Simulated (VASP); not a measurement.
# Li2RuN2 (P-3m1) in VASP: further runs

The runs below take Li2RuN2 through single point, relaxation of shape and atoms at fixed volume, with PBE.

Program: VASP 6.6.1. These are calculated values, not measurements. Logs are shortened: lines on timing, memory, paths and dates and some standing lists are left out, and cuts for length are marked.

**1. The cell of the first run**

The structure is trigonal, space group P-3m1 (No. 164). The conventional cell has a = 3.145 Å, b = 3.145 Å, c = 5.275 Å, α = 90.00°, β = 90.00°, γ = 120.00°. Within 2.7 Å of Li (site symmetry 3m) lie 4 N at 1.97 to 2.28 Å and 3 Li at 2.36 Å and 3 Ru at 2.62 Å. Ru (site symmetry -3m) has 6 N at 2.13 Å and 6 Li at 2.62 Å within 2.8 Å. N (site symmetry 3m) has 4 Li at 1.97 to 2.28 Å and 3 Ru at 2.13 Å within 2.6 Å.

**2. Single point, PBE**

INCAR reads:

```
SYSTEM = Li2RuN2
PREC = Accurate ; ENCUT = 520
EDIFF = 1E-6 ; ISMEAR = -1
SIGMA = 0.15 ; LREAL = .False.
LASPH = .True. ; NELM = 100
ALGO = Normal ; ISIF = 2
LWAVE = .False. ; LCHARG = .False.
GGA = PE ; NBANDS = 23
```

KPOINTS reads:

```
regular mesh
0
Gamma
  9 9 5
  0 0 0
```

POSCAR reads:

```
Li2RuN2
1.0
    3.1450294977      0.0000000000      0.0000000000
   -1.5725147489      2.7236754407      0.0000000000
    0.0000000000      0.0000000000      5.2752863676
Li Ru N
2 1 2
Direct
    0.6666666667      0.3333333333      0.3571903424
    0.3333333333      0.6666666667      0.6428096576
    0.0000000000      0.0000000000      0.0000000000
    0.6666666667      0.3333333333      0.7884705996
    0.3333333333      0.6666666667      0.2115294004
```

Potentials or basis: VASP PAW PBE potentials, release 64 (Li_sv, Ru_pv, N).

On the command line:

```bash
$ cat potpaw_PBE.64/Li_sv/POTCAR potpaw_PBE.64/Ru_pv/POTCAR potpaw_PBE.64/N/POTCAR > POTCAR
$ mpirun -np 1 vasp_std > vasp.out
```

OUTCAR:

```text
SYSTEM = Li2RuN2
   PREC = Accurate
   ENCUT = 520
   EDIFF = 1E-6
   ISMEAR = -1
   LREAL = .False.
   LASPH = .True.
   NELM = 100
   ISIF = 2
   GGA = PE

 ion  position               nearest neighbor table
   1  0.667  0.333  0.357-   5 1.97   5 1.97   5 1.97   2 2.36   2 2.36   2 2.36   3 2.62   3 2.62
                             3 2.62
   2  0.333  0.667  0.643-   4 1.97   4 1.97   4 1.97   1 2.36   1 2.36   1 2.36   3 2.62   3 2.62
                             3 2.62
   3  0.000  0.000  0.000-   4 2.13   5 2.13   4 2.13   5 2.13   4 2.13   5 2.13   1 2.62   2 2.62
                             2 2.62   1 2.62   1 2.62   2 2.62
   4  0.667  0.333  0.788-   2 1.97   2 1.97   2 1.97   3 2.13   3 2.13   3 2.13
   5  0.333  0.667  0.212-   1 1.97   1 1.97   1 1.97   3 2.13   3 2.13   3 2.13

  LATTYP: Found a hexagonal cell.
 ALAT       =     3.1450294977
 C/A-ratio  =     1.6773408235

  Lattice vectors:

 A1 = (   3.1450294977,   0.0000000000,   0.0000000000)
 A2 = (  -1.5725147489,   2.7236754407,   0.0000000000)
 A3 = (   0.0000000000,   0.0000000000,   5.2752863676)

Analysis of symmetry for initial positions (statically):
=====================================================================
 Subroutine PRICEL returns:
 Original cell was already a primitive cell.

 Routine SETGRP: Setting up the symmetry group for a
 hexagonal supercell.

 Subroutine GETGRP returns: Found 12 space group operations
 (whereof 12 operations were pure point group operations)
 out of a pool of 24 trial point group operations.

The static configuration has the point symmetry D_3d.

Analysis of symmetry for dynamics (positions and initial velocities):
=====================================================================
 Subroutine PRICEL returns:
 Original cell was already a primitive cell.

 Routine SETGRP: Setting up the symmetry group for a
 hexagonal supercell.

 Subroutine GETGRP returns: Found 12 space group operations
 (whereof 12 operations were pure point group operations)
 out of a pool of 24 trial point group operations.

The dynamic configuration has the point symmetry D_3d.

 Subroutine INISYM returns: Found 12 space group operations
 (whereof 12 operations are pure point group operations),
 and found     1 'primitive' translations

----------------------------------------------------------------------------------------

                                     Primitive cell
[... 96 lines left out ...]
   NELM   =    100;   NELMIN=  2; NELMDL= -5     # of ELM steps
   EDIFF  = 0.1E-05   stopping-criterion for ELM
   LREAL  =      F    real-space projection
   EDIFFG = 0.1E-04   stopping-criterion for IOM
   NSW    =      0    number of steps for IOM
   IBRION =     -1    ionic relax: 0-MD 1-quasi-New 2-CG
   NFREE  =      0    steps in history (QN), initial steepest desc. (CG)
   ISIF   =      2    stress and relaxation
   ISYM   =      2    0-nonsym 1-usesym 2-fastsym
   POTIM  = 0.5000    time-step for ionic-motion
   TEBEG  =    0.0;   TEEND  =   0.0 temperature during run
   PSTRESS=    0.0 pullay stress
   NELECT =      30.0000    total number of electrons
   NUPDOWN=      -1.0000    fix difference up-down
   EMIN   =  10.00;   EMAX   =-10.00  energy-range for DOS
   EFERMI =   0.00;   METHOD = LEGACY
   ISMEAR =    -1;   SIGMA  =   0.15  broadening in eV -4-tet -1-fermi 0-gaus
   EFERMI_NEDOS =   21; number of points for ismear=-14 and -15
   IALGO  =     38    algorithm
   IMIX   =      4    mixing-type and parameters
     AMIX     =   0.40;   BMIX     =  1.00
     AMIX_MAG =   1.60;   BMIX_MAG =  1.00
  volume/ion in A,a.u.               =       9.04        60.99
  Fermi-wavevector in a.u.,A,eV,Ry     =   1.428148  2.698808 27.750533  2.039607
  Thomas-Fermi vector in A             =   2.548241
   LORBIT       =      0    0 simple, 1 ext, 2 COOP (PROOUT), +10 PAW based schemes
   GGA     = PE    functional components
   LHFCALC =     F    Hartree Fock is set to
   AEXX    =    0.0000 exact exchange contribution
   IVDW    =     0    specifies the selected vdW correction
   LEPSILON=     F    determine dielectric tensor
   LRPA    =     F    only Hartree local field effects (RPA)
 non-spin polarized calculation
  energy-cutoff  :      520.00
  volume of cell :       45.19
 maximum number of plane-waves:      1228
   NGX = 11   NGY = 11   NGZ = 19

 number of electron      30.0000005 magnetization

 Free energy of the ion-electron system (eV)
  ---------------------------------------------------
  ext. energy  EPLUGINS =         0.00000000
  ---------------------------------------------------
  free energy    TOTEN  =       -30.36280210 eV

  energy without entropy =      -30.10682412  energy(sigma->0) =      -30.23481311

 E-fermi :   7.0958     XC(G=0): -11.5462

 val. band max:        7.0934559686   @ k =   0.2222   0.1111   0.0000
 cond. band min:       7.1168448063   @ k =   0.0000   0.0000   0.2000
 fundamental gap:      0.0233888377
 Fermi energy:         7.0957840957

 k-point     1 :       0.0000    0.0000    0.0000
  band No.  band energies     occupation
      1     -38.2047      2.00000
      2     -38.0773      2.00000
      3     -36.2047      2.00000
      4     -36.1239      2.00000
      5     -36.1239      2.00000
      6      -8.4430      2.00000
[... 613 lines left out ...]
     22      17.2620      0.00000
     23      18.0908      0.00000

 [... further k-points ...]

------------------------ aborting loop because EDIFF is reached ----------------------------------------

  FORCE on cell =-STRESS in cart. coord.  units (eV):
  Direction    XX          YY          ZZ          XY          YZ          ZX
  --------------------------------------------------------------------------------------
  -------------------------------------------------------------------------------------
  Total       -0.2245061     -0.2245061     -0.2435402      0.0000000     -0.0000000      0.0000000
  in kB       -7.9599909     -7.9599909     -8.6348556      0.0000000     -0.0000000      0.0000000
  external PRESSURE =      -8.1849458 kB  Pullay stress =       0.0000000 kB

 VOLUME and BASIS-vectors are now :
 -----------------------------------------------------------------------------
  energy-cutoff  :      520.00
  volume of cell :       45.19
      direct lattice vectors                 reciprocal lattice vectors
     3.145029498  0.000000000  0.000000000     0.317962042  0.183575470  0.000000000
    -1.572514749  2.723675441  0.000000000     0.000000000  0.367150941  0.000000000
     0.000000000  0.000000000  5.275286368     0.000000000  0.000000000  0.189563169

 POSITION                                       TOTAL-FORCE (eV/Angst)
 -----------------------------------------------------------------------------------
      1.57251      0.90789      1.88428         0.000000     -0.000000      0.015317
     -0.00000      1.81578      3.39101         0.000000      0.000000     -0.015317
      0.00000      0.00000      0.00000         0.000000     -0.000000      0.000000
      1.57251      0.90789      4.15941         0.000000     -0.000000      0.009224
     -0.00000      1.81578      1.11588        -0.000000      0.000000     -0.009224
 -----------------------------------------------------------------------------------
    total drift:                                0.000000      0.000000     -0.000000

  FREE ENERGIE OF THE ION-ELECTRON SYSTEM (eV)
  ---------------------------------------------------
  free  energy   TOTEN  =       -30.3628020958 eV

  energy  without entropy=      -30.1068241230  energy(sigma->0) =      -30.23481311
```

stdout:

```text
POSCAR found type information on POSCAR LiRuN
 POSCAR found :  3 types and       5 ions
 scaLAPACK will be used
 LDA part: xc-table for (Slater+PW92), standard interpolation
 POSCAR, INCAR and KPOINTS ok, starting setup
 FFT: planning ... GRIDC
 FFT: planning ... GRID_SOFT
 FFT: planning ... GRID
 WAVECAR not read
 entering main loop
```

It took 66 s on 1 thread of Intel Xeon 8259CL, shared host; peak memory 0.19 GiB.

Results:

| Item | Value |
| --- | --- |
| Free energy | -30.3628 eV |
| Largest force | 0.015 eV/Å |
| Band gap on the k mesh | zero (bands 15 and 16 overlap by 0.67 eV) |

Forces on the atoms (eV/Å):
```
Li   0.000  0.000  0.015
Li   0.000  0.000 -0.015
Ru   0.000  0.000  0.000
N    0.000  0.000  0.009
N    0.000  0.000 -0.009
```

Levels at points of the mesh, in eV from the Fermi level:
```csv
k point,band 13,band 14,band 15,band 16,band 17,band 18
"(0.00, 0.00, 0.00)",-1.30,-1.26,-1.26,-0.39,3.22,3.22
```

Caveat: the cutoff is under 1.25 times the usual one of these potentials, so pressure, stress and relaxed cells hold a basis-set (Pulay) error.

**3. Relaxation of shape and atoms at fixed volume, PBE**

INCAR reads:

```
SYSTEM = Li2RuN2
ALGO     = Normal         ! electronic algorithm
EDIFF    = 1E-7           ! SCF threshold, eV
EDIFFG   = -0.005         ! ionic threshold
ENCUT    = 600            ! plane-wave cutoff, eV
GGA      = PE             ! functional
IBRION   = 2              ! ionic algorithm
ISIF     = 4              ! what is computed and relaxed
ISMEAR   = -1             ! smearing method
LASPH    = .True.         ! aspherical terms in the spheres
LCHARG   = .False.        ! write CHGCAR
LREAL    = .False.        ! projectors in reciprocal space
LWAVE    = .False.        ! write WAVECAR
NELM     = 80             ! most SCF steps
NSW      = 100            ! ionic steps
PREC     = Accurate       ! precision mode
SIGMA    = 0.15           ! smearing width, eV
```

KPOINTS reads:

```
k-points
0
Gamma
  9 9 5
  0 0 0
```

POSCAR reads:

```
Li2RuN2
1.0
    3.1642330000      0.0000000000      0.0000000000
   -1.5821165000      2.7403061615      0.0000000000
    0.0000000000      0.0000000000      5.2114500000
Li Ru N
2 1 2
Direct
    0.6666670000      0.3333330000      0.3601800000
    0.3333330000      0.6666670000      0.6398200000
    0.0000000000      0.0000000000      0.0000000000
    0.6666670000      0.3333330000      0.7869890000
    0.3333330000      0.6666670000      0.2130110000
```

Potentials or basis: VASP PAW PBE potentials, release 64 (Li_sv, Ru_pv, N).

On the command line:

```bash
$ cat potpaw_PBE.64/Li_sv/POTCAR potpaw_PBE.64/Ru_pv/POTCAR potpaw_PBE.64/N/POTCAR > POTCAR
$ mpirun -np 1 vasp_std > vasp.out
```

Run time: 5.4 min. Hardware: 1 thread of Intel Xeon 8259CL, shared host; peak memory 0.22 GiB.

The run converged. Its results:

- Free energy: -30.3666 eV
- Energy gained by relaxing: 0.8 meV/atom
- Ionic steps: 6
- Pressure after relaxing: -1.1 GPa
- Band gap on the k mesh: zero (bands 15 and 16 overlap by 0.67 eV)

Step by step:
```tsv
step	energy change (eV)	largest force (eV/Å)	pressure (GPa)	volume (Å³)
1	0.0000	0.0928	-2.30	45.19
2	-0.0019	0.0493	-1.89	45.19
3	-0.0027	0.1292	-0.76	45.19
4	-0.0032	0.0654	-1.21	45.19
5	-0.0039	0.0269	-1.15	45.19
6	-0.0040	0.0014	-1.10	45.19
```

Final structure:
```
Li Ru N
1.0
     3.14612    0.00000    0.00000
    -1.57306    2.72462    0.00000
     0.00000    0.00000    5.27163
Li Ru N
2 1 2
Direct
  0.66667 0.33333 0.35758
  0.33333 0.66667 0.64242
  0.00000 0.00000 0.00000
  0.66667 0.33333 0.78850
  0.33333 0.66667 0.21150
```

Levels at points of the mesh, in eV from the Fermi level:
| k point | band 12 | band 13 | band 14 | band 15 | band 16 | band 17 | band 18 | band 19 |
| --- | --- | --- | --- | --- | --- | --- | --- | --- |
| (0.00, 0.00, 0.00) | -1.80 | -1.30 | -1.25 | -1.25 | -0.38 | 3.22 | 3.22 | 4.23 |

Caveat: the cutoff is under 1.25 times the usual one of these potentials, so pressure, stress and relaxed cells hold a basis-set (Pulay) error.
